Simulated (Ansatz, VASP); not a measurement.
## Cd: VASP beside Ansatz

```xyz
4
Lattice="3.1362 0.0000 0.0000 -1.5681 2.7160 0.0000 0.0000 0.0000 9.9967" Properties=species:S:1:pos:R:3 pbc="T T T"
Cd    0.0000    0.0000    0.0000
Cd    0.0000    1.8107    2.4992
Cd    0.0000    0.0000    4.9984
Cd    1.5681    0.9053    7.4975
```

Alike in both runs: task relaxation of cell and atoms; functional PBE; dispersion D3(BJ); k mesh 15 × 15 × 4; occupations gaussian, width 0.1 eV; no spin polarisation.

```csv
,VASP,Ansatz
version,VASP 6.6.1,Ansatz 0.2.0
potentials or method,"VASP PAW PBE potentials, release 64 (Cd), cutoff 600 eV","scalar-relativistic, plane waves, PAW"
valence electrons in the cell,48,80
```

```tsv
	VASP	Ansatz	Ansatz less VASP
gap on the k mesh at the Fermi level, each at its own relaxed structure (eV)	none	none	-
relaxed volume (Å³/atom)	21.40	21.29	-0.111
relaxed length of the cell vector where the two differ most in proportion (Å)	3.142	3.136	-0.0056
```

A gap of «none» marks a metal or a gap that the smearing closes. VASP's potentials hold 48 valence electrons a cell and Ansatz's 80, so a difference there can come from the potentials and not from the codes.
